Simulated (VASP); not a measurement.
# TaN (Fm-3m) in VASP: a series of runs

TaN is run at these levels: LDA; tasks: vibrations by perturbation theory.

Everything below comes from runs of VASP 6.6.1. Logs are shortened: lines on timing, memory, paths and dates and some standing lists are left out, and cuts for length are marked.

## 1. The cell of the first run

The structure is cubic, space group Fm-3m (No. 225). Conventional cell: a = 4.334 Å, b = 4.334 Å, c = 4.334 Å, α = 90.00°, β = 90.00°, γ = 90.00°. Ta (site symmetry m-3m) has 6 N at 2.17 Å within 2.9 Å. Within 2.9 Å of N (site symmetry m-3m) lie 6 Ta at 2.17 Å.

## 2. Vibrations by perturbation theory, LDA

INCAR

```
SYSTEM = TaN
ALGO = Normal
EDIFF = 1E-8
ENCUT = 520
IBRION = 8
ISIF = 2
ISMEAR = -1
LASPH = .TRUE.
LCHARG = .TRUE.
LREAL = .FALSE.
LWAVE = .FALSE.
NELM = 100
NSW = 1
PREC = Accurate
SIGMA = 0.15
```

KPOINTS

```
k-points
0
G
  16 16 16
  0 0 0
```

POSCAR

```
TaN
1.0
    0.0000000000      2.1671679693      2.1671679693
    2.1671679693      0.0000000000      2.1671679693
    2.1671679693      2.1671679693      0.0000000000
Ta N
1 1
Direct
    0.5000000000      0.5000000000      0.5000000000
    0.0000000000      0.0000000000      0.0000000000
```

Potentials or basis: VASP PAW LDA potentials, release 64 (Ta_pv, N).

Run with:

```bash
$ cat potpaw_LDA.64/Ta_pv/POTCAR potpaw_LDA.64/N/POTCAR > POTCAR
$ mpirun -np 1 vasp_std > vasp.out
```

OUTCAR:

```text
SYSTEM = TaN
   EDIFF = 1E-8
   ENCUT = 520
   IBRION = 8
   ISIF = 2
   ISMEAR = -1
   LASPH = .TRUE.
   LREAL = .FALSE.
   NELM = 100
   NSW = 1
   PREC = Accurate

 ion  position               nearest neighbor table
   1  0.500  0.500  0.500-   2 2.17   2 2.17   2 2.17   2 2.17   2 2.17   2 2.17
   2  0.000  0.000  0.000-   1 2.17   1 2.17   1 2.17   1 2.17   1 2.17   1 2.17

  LATTYP: Found a face centered cubic cell.
 ALAT       =     4.3343359386

  Lattice vectors:

 A1 = (   0.0000000000,   2.1671679693,   2.1671679693)
 A2 = (   2.1671679693,   0.0000000000,   2.1671679693)
 A3 = (   2.1671679693,   2.1671679693,   0.0000000000)

Analysis of symmetry for initial positions (statically):
=====================================================================
 Subroutine PRICEL returns:
 Original cell was already a primitive cell.

 Routine SETGRP: Setting up the symmetry group for a
 face centered cubic supercell.

 Subroutine GETGRP returns: Found 48 space group operations
 (whereof 48 operations were pure point group operations)
 out of a pool of 48 trial point group operations.

The static configuration has the point symmetry O_h .

Analysis of symmetry for dynamics (positions and initial velocities):
=====================================================================
 Subroutine PRICEL returns:
 Original cell was already a primitive cell.

 Routine SETGRP: Setting up the symmetry group for a
 face centered cubic supercell.

 Subroutine GETGRP returns: Found 48 space group operations
 (whereof 48 operations were pure point group operations)
 out of a pool of 48 trial point group operations.

The dynamic configuration has the point symmetry O_h .

 Subroutine INISYM returns: Found 48 space group operations
 (whereof 48 operations are pure point group operations),
 and found     1 'primitive' translations

----------------------------------------------------------------------------------------

                                     Primitive cell

  volume of cell :      20.3567

  direct lattice vectors                    reciprocal lattice vectors
     0.000000000  2.167167969  2.167167969    -0.230715850  0.230715850  0.230715850
     2.167167969  0.000000000  2.167167969     0.230715850 -0.230715850  0.230715850
     2.167167969  2.167167969  0.000000000     0.230715850  0.230715850 -0.230715850

  length of vectors
     3.064838334  3.064838334  3.064838334     0.399611574  0.399611574  0.399611574

  position of ions in fractional coordinates (direct lattice)
     0.500000000  0.500000000  0.500000000
     0.000000000  0.000000000  0.000000000

  ion indices of the primitive-cell ions
   primitive index   ion index
                 1           1
                 2           2

----------------------------------------------------------------------------------------

 KPOINTS: k-points

Automatic generation of k-mesh.
 Grid dimensions read from file:
 generate k-points for:   16   16   16

 Generating k-lattice:

  Cartesian coordinates                     Fractional coordinates (reciprocal lattice)
    -0.014419741  0.014419741  0.014419741     0.062500000  0.000000000  0.000000000
     0.014419741 -0.014419741  0.014419741     0.000000000  0.062500000  0.000000000
     0.014419741  0.014419741 -0.014419741     0.000000000  0.000000000  0.062500000

  Length of vectors
     0.024975723  0.024975723  0.024975723

  Shift w.r.t. Gamma in fractional coordinates (k-lattice)
     0.000000000  0.000000000  0.000000000

[... 75 lines left out ...]
   GGA     = CA    functional components
   LHFCALC =     F    Hartree Fock is set to
   AEXX    =    0.0000 exact exchange contribution
   IVDW    =     0    specifies the selected vdW correction
   LEPSILON=     F    determine dielectric tensor
   LRPA    =     F    only Hartree local field effects (RPA)
 non-spin polarized calculation
  energy-cutoff  :      520.00
  volume of cell :       20.36
 maximum number of plane-waves:       568
   NGX = 11   NGY = 11   NGZ = 11

--------------------------------------- Ionic step        1  -------------------------------------------

 number of electron      15.9999999 magnetization

 Free energy of the ion-electron system (eV)
  ---------------------------------------------------
  ext. energy  EPLUGINS =         0.00000000
  ---------------------------------------------------
  free energy    TOTEN  =       -24.17173392 eV

  energy without entropy =      -24.11271859  energy(sigma->0) =      -24.14222626

 E-fermi :   9.9000     XC(G=0): -13.8991

 val. band max:        9.8865169852   @ k =  -0.3125   0.3750   0.1875
 cond. band min:       9.9051333940   @ k =  -0.3125   0.3125   0.1250
 fundamental gap:      0.0186164089
 Fermi energy:         9.8999884606

 k-point     1 :       0.0000    0.0000    0.0000
  band No.  band energies     occupation
      1     -25.5659      2.00000
      2     -25.5659      2.00000
      3     -25.5659      2.00000
      4      -9.0597      2.00000
      5       6.0144      2.00000
      6       6.0144      2.00000
      7       6.0144      2.00000
      8       7.6516      2.00000
      9       7.6516      2.00000
     10       7.6516      2.00000
     11       9.9168      0.94416
     12       9.9168      0.94416
[... 331 lines left out ...]
 k-point    24 :      -0.0625    0.0625    0.0000
  band No.  band energies     occupation
      1     -25.6678      2.00000
      2     -25.5925      2.00000
      3     -25.5681      2.00000
      4      -8.7831      2.00000
      5       4.7662      2.00000
      6       5.0504      2.00000
      7       5.4214      2.00000
      8       7.8353      2.00000
      9       8.0894      1.99999
     10       8.4077      1.99990
     11      10.4060      0.06629
     12      11.2954      0.00018

 [... further k-points ...]
[... 5 lines left out ...]
  --------------------------------------------------------------------------------------
  -------------------------------------------------------------------------------------
  Total        0.7806721      0.7806721      0.7806721      0.0000000     -0.0000000     -0.0000000
  in kB       61.4428736     61.4428736     61.4428736      0.0000000     -0.0000000     -0.0000000
  external PRESSURE =      61.4428736 kB  Pullay stress =       0.0000000 kB

 VOLUME and BASIS-vectors are now :
 -----------------------------------------------------------------------------
  energy-cutoff  :      520.00
  volume of cell :       20.36
      direct lattice vectors                 reciprocal lattice vectors
     0.000000000  2.167167969  2.167167969    -0.230715850  0.230715850  0.230715850
     2.167167969  0.000000000  2.167167969     0.230715850 -0.230715850  0.230715850
     2.167167969  2.167167969  0.000000000     0.230715850  0.230715850 -0.230715850

 POSITION                                       TOTAL-FORCE (eV/Angst)
 -----------------------------------------------------------------------------------
      2.16717      2.16717      2.16717         0.000000     -0.000000      0.000000
      0.00000      0.00000      0.00000        -0.000000      0.000000     -0.000000
 -----------------------------------------------------------------------------------
    total drift:                                0.000000     -0.000000     -0.000000

  FREE ENERGIE OF THE ION-ELECTRON SYSTEM (eV)
  ---------------------------------------------------
  free  energy   TOTEN  =       -24.1717339211 eV

  energy  without entropy=      -24.1127185927  energy(sigma->0) =      -24.14222626

[... ionic steps 2 to 3 ...]

--------------------------------------- Ionic step        4  -------------------------------------------

------------------------ aborting loop because EDIFF is reached ----------------------------------------

[... ionic steps 5 to 6 ...]

--------------------------------------- Ionic step        7  -------------------------------------------

 Free energy of the ion-electron system (eV)
  ---------------------------------------------------
  ---------------------------------------------------
  free energy    TOTEN  =        -0.23162046 eV

  energy without entropy =       -0.23162045

------------------------ aborting loop because EDIFF is reached ----------------------------------------

 INTERNAL STRAIN TENSOR  FOR ION    2  DIRECTION 1   (eV/Angst):
 -----------------------------------------------------------------------------
     0.03398  0.00000 -0.00000
     0.00000 -0.01533 -0.00000
     0.00000 -0.00000 -0.01533

 INTERNAL STRAIN TENSOR FOR ION    2 for displacements in x,y,z  (eV/Angst):
          X           Y           Z          XY          YZ          ZX
  --------------------------------------------------------------------------------
  x     0.00000     0.00000     0.00000     0.00000     0.00000     0.00000
  y     0.00000     0.00000     0.00000     0.00000     0.00000     0.00000
  z     0.00000     0.00000     0.00000     0.00000     0.00000     0.00000

 SECOND DERIVATIVES (NOT SYMMETRIZED)
 ------------------------------------
               1X          1Y          1Z          2X          2Y          2Z
  1X    -9.291206    0.000000    0.000000    9.291206    0.000000    0.000000
  1Y     0.000000   -9.291206    0.000000    0.000000    9.291206    0.000000
  1Z     0.000000    0.000000   -9.291206    0.000000    0.000000    9.291206
  2X     9.290192    0.000000    0.000000   -9.290192    0.000000    0.000000
  2Y     0.000000    9.290192    0.000000    0.000000   -9.290192    0.000000
  2Z     0.000000    0.000000    9.290192    0.000000    0.000000   -9.290192

 Eigenvectors and eigenvalues of the dynamical matrix
 ----------------------------------------------------

   1 f  =   13.218095 THz    83.051740 2PiTHz  440.908187 cm-1    54.665623 meV
             X         Y         Z           dx          dy          dz
      2.167168  2.167168  2.167168     0.000000    0.268004    0.000000
      0.000000  0.000000  0.000000     0.000000   -0.963418    0.000000
[... 21 lines left out ...]
   6 f/i=    0.000186 THz     0.001169 2PiTHz    0.006208 cm-1     0.000770 meV
             X         Y         Z           dx          dy          dz
      2.167168  2.167168  2.167168     0.000000   -0.963418    0.000000
      0.000000  0.000000  0.000000     0.000000   -0.268004    0.000000

--------------------------------------------------------------------------------------------------------

 ELASTIC MODULI CONTR FROM IONIC RELAXATION (kBar)
 Direction    XX          YY          ZZ          XY          YZ          ZX
 --------------------------------------------------------------------------------
 XX           0.0000      0.0000      0.0000      0.0000      0.0000      0.0000
 YY           0.0000      0.0000      0.0000      0.0000      0.0000      0.0000
 ZZ           0.0000      0.0000      0.0000      0.0000      0.0000      0.0000
 XY           0.0000      0.0000      0.0000      0.0000      0.0000      0.0000
 YZ           0.0000      0.0000      0.0000      0.0000      0.0000      0.0000
 ZX           0.0000      0.0000      0.0000      0.0000      0.0000      0.0000
 --------------------------------------------------------------------------------
```

Run time: 4 min. Hardware: 1 thread of AMD EPYC 7R13 (Zen 3), shared host; peak memory 0.31 GiB.

What came out:

```yaml
Highest_phonon_frequency_at_Γ_LO-TO_splitting_left_out: 441 cm⁻¹
```

Phonon frequencies in cm⁻¹ (negative: imaginary):
| q point | frequencies |
| --- | --- |
| (0.000, 0.000, 0.000) | 0 0 0 441 441 441 |

Caveat: the cell wasn't relaxed at this level first, which shifts response properties; spin-orbit coupling is left out, which moves the levels of the heavy elements.

## 3. Vibrations by perturbation theory, LDA

This run uses another cell than the first one, of 9.25 Å³/atom, 0.909 times its volume.

INCAR

```
SYSTEM = TaN
ALGO     = Normal         ! electronic algorithm
EDIFF    = 1E-8           ! SCF threshold, eV
ENCUT    = 520            ! plane-wave cutoff, eV
GGA      = CA             ! functional
IBRION   = 8              ! ionic algorithm
ISIF     = 2              ! what is computed and relaxed
ISMEAR   = -1             ! smearing method
LASPH    = .TRUE.         ! aspherical terms in the spheres
LCHARG   = .FALSE.        ! write CHGCAR
LREAL    = .FALSE.        ! projectors in reciprocal space
LWAVE    = .FALSE.        ! write WAVECAR
NELM     = 100            ! most SCF steps
NSW      = 1              ! ionic steps
PREC     = Accurate       ! precision mode
SIGMA    = 0.15           ! smearing width, eV
```

KPOINTS

```
k-points
0
G
  18 18 18
  0 0 0
```

POSCAR

```
TaN
1.0
    0.0000000000      2.0992526894      2.0992526894
    2.0992526894      0.0000000000      2.0992526894
    2.0992526894      2.0992526894      0.0000000000
Ta N
1 1
Direct
    0.5000000000      0.5000000000      0.5000000000
    0.0000000000      0.0000000000      0.0000000000
```

Potentials or basis: VASP PAW LDA potentials, release 64 (Ta_pv, N).

Run with:

```bash
$ cat potpaw_LDA.64/Ta_pv/POTCAR potpaw_LDA.64/N/POTCAR > POTCAR
$ mpirun -np 1 vasp_std > vasp.out
```

OUTCAR:

```text
SYSTEM = TaN
   EDIFF = 1E-8
   ENCUT = 520
   GGA = CA
   IBRION = 8
   ISIF = 2
   ISMEAR = -1
   LASPH = .TRUE.
   LREAL = .FALSE.
   NELM = 100
   NSW = 1
   PREC = Accurate

 ion  position               nearest neighbor table
   1  0.500  0.500  0.500-   2 2.10   2 2.10   2 2.10   2 2.10   2 2.10   2 2.10
   2  0.000  0.000  0.000-   1 2.10   1 2.10   1 2.10   1 2.10   1 2.10   1 2.10

  LATTYP: Found a face centered cubic cell.
 ALAT       =     4.1985053788

  Lattice vectors:

 A1 = (   0.0000000000,   2.0992526894,   2.0992526894)
 A2 = (   2.0992526894,   0.0000000000,   2.0992526894)
 A3 = (   2.0992526894,   2.0992526894,   0.0000000000)

Analysis of symmetry for initial positions (statically):
=====================================================================
 Subroutine PRICEL returns:
[... 591 lines left out ...]
------------------------ aborting loop because EDIFF is reached ----------------------------------------

 INTERNAL STRAIN TENSOR  FOR ION    2  DIRECTION 1   (eV/Angst):
 -----------------------------------------------------------------------------
    -0.09531 -0.00000 -0.00000
     0.00000  0.04786  0.00000
     0.00000  0.00000  0.04786

 INTERNAL STRAIN TENSOR FOR ION    2 for displacements in x,y,z  (eV/Angst):
          X           Y           Z          XY          YZ          ZX
  --------------------------------------------------------------------------------
  x     0.00000     0.00000     0.00000     0.00000     0.00000     0.00000
  y     0.00000     0.00000     0.00000     0.00000     0.00000     0.00000
  z     0.00000     0.00000     0.00000     0.00000     0.00000     0.00000

 SECOND DERIVATIVES (NOT SYMMETRIZED)
 ------------------------------------
               1X          1Y          1Z          2X          2Y          2Z
  1X   -15.293309    0.000000    0.000000   15.293309    0.000000    0.000000
  1Y     0.000000  -15.293309    0.000000    0.000000   15.293309    0.000000
  1Z     0.000000    0.000000  -15.293309    0.000000    0.000000   15.293309
  2X    15.292662    0.000000    0.000000  -15.292662    0.000000    0.000000
  2Y     0.000000   15.292662    0.000000    0.000000  -15.292662    0.000000
  2Z     0.000000    0.000000   15.292662    0.000000    0.000000  -15.292662

 Eigenvectors and eigenvalues of the dynamical matrix
 ----------------------------------------------------

   1 f  =   16.958874 THz   106.555750 2PiTHz  565.687155 cm-1    70.136237 meV
             X         Y         Z           dx          dy          dz
      2.099253  2.099253  2.099253     0.000000    0.000000   -0.267996
      0.000000  0.000000  0.000000     0.000000    0.000000    0.963420
[... 21 lines left out ...]
   6 f/i=    0.000093 THz     0.000582 2PiTHz    0.003088 cm-1     0.000383 meV
             X         Y         Z           dx          dy          dz
      2.099253  2.099253  2.099253    -0.000699    0.081946    0.959929
      0.000000  0.000000  0.000000    -0.000194    0.022795    0.267024

--------------------------------------------------------------------------------------------------------

 ELASTIC MODULI CONTR FROM IONIC RELAXATION (kBar)
 Direction    XX          YY          ZZ          XY          YZ          ZX
 --------------------------------------------------------------------------------
 XX           0.0000      0.0000      0.0000      0.0000      0.0000      0.0000
 YY           0.0000      0.0000      0.0000      0.0000      0.0000      0.0000
 ZZ           0.0000      0.0000      0.0000      0.0000      0.0000      0.0000
 XY           0.0000      0.0000      0.0000      0.0000      0.0000      0.0000
 YZ           0.0000      0.0000      0.0000      0.0000      0.0000      0.0000
 ZX           0.0000      0.0000      0.0000      0.0000      0.0000      0.0000
 --------------------------------------------------------------------------------
```

Run time: 2.9 min. Hardware: 1 thread of Intel Xeon Platinum 8488C (Sapphire Rapids), shared host; peak memory 0.36 GiB.

What came out:

* Highest phonon frequency at Γ, LO-TO splitting left out: 566 cm⁻¹

Phonon frequencies in cm⁻¹ (negative: imaginary):
| q point | frequencies |
| --- | --- |
| (0.000, 0.000, 0.000) | 0 0 0 566 566 566 |

Caveat: the cell wasn't relaxed at this level first, which shifts response properties; spin-orbit coupling is left out, which moves the levels of the heavy elements.
